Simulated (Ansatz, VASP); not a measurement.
**BAs in VASP and in Ansatz**

The input POSCAR:

```
BAs
1.0
    0.0000000000      2.4353452264      2.4353452264
    2.4353452264      0.0000000000      2.4353452264
    2.4353452264      2.4353452264      0.0000000000
As B
1 1
Direct
    0.7500000000      0.7500000000      0.7500000000
    0.0000000000      0.0000000000      0.0000000000
```

File INCAR.step1:

```
  PREC = Accurate
  ENCUT = 520
  ISMEAR = -1
  SIGMA = 0.05
  LREAL = False
  LASPH = True
  NELM = 100
  NBANDS = 11
  GGA = PE
  ALGO = Normal
  EDIFF = 1E-4
  LWAVE = True
  LCHARG = False
```

The input INCAR.step2:

```
  PREC = Accurate
  ENCUT = 520
  EDIFF = 1E-6
  ISMEAR = -1
  SIGMA = 0.05
  LREAL = False
  LASPH = True
  NELM = 100
  ALGO = Normal
  ISIF = 2
  LWAVE = False
  LCHARG = False
  METAGGA = R2SCAN
  LMIXTAU = True
  LUSE_VDW = True
  IVDW_NL = 2
  BPARAM = 11.95
  CPARAM = 0.0093
  NBANDS = 11
  ISTART = 1
```

The input KPOINTS:

```
Automatic mesh
0
Gamma
  10 10 10
```

The input input.yaml:

```yaml
crystal:
  lattice:
    - [0.0, 2.4353452264, 2.4353452264]
    - [2.4353452264, 0.0, 2.4353452264]
    - [2.4353452264, 2.4353452264, 0.0]
  atoms:
    - { symbol: As, position: [0.75, 0.75, 0.75] }
    - { symbol: B, position: [0.0, 0.0, 0.0] }
hamiltonian:
  xc: r2scan
  pseudopotentials: { kind: paw }
  dispersion: rvv10
kpoints:
  mp_grid: { grid: [10, 10, 10] }
scf:
  occupations: { method: fermi_dirac, width: 0.05 }
output:
  forces: true
  stress: true
  eigenvalues: true
```

Alike in both runs: task single point; functional r2SCAN; dispersion rVV10; k mesh 10 × 10 × 10; occupations fermi-dirac, width 0.05 eV; no spin polarisation.

|  | VASP | Ansatz |
| --- | --- | --- |
| version | VASP 6.6.1 | Ansatz 0.2.0 |
| potentials or method | VASP PAW PBE potentials, release 64 (As, B) | Ansatz PAW |
| plane-wave cutoff (eV) | 520 | 500 |
| valence electrons in the cell | 8 | 18 |

```csv
,VASP,Ansatz,Ansatz less VASP
gap on the k mesh at the Fermi level (eV),1.39,1.39,-0.001
least direct gap on the mesh (eV),3.37,3.37,-0.004
pressure (GPa),-7.3,-7.6,-0.31
```

VASP's potentials were made for PBE, not for r2SCAN. VASP's potentials hold 8 valence electrons a cell and Ansatz's 18, so a difference there can come from the potentials and not from the codes.
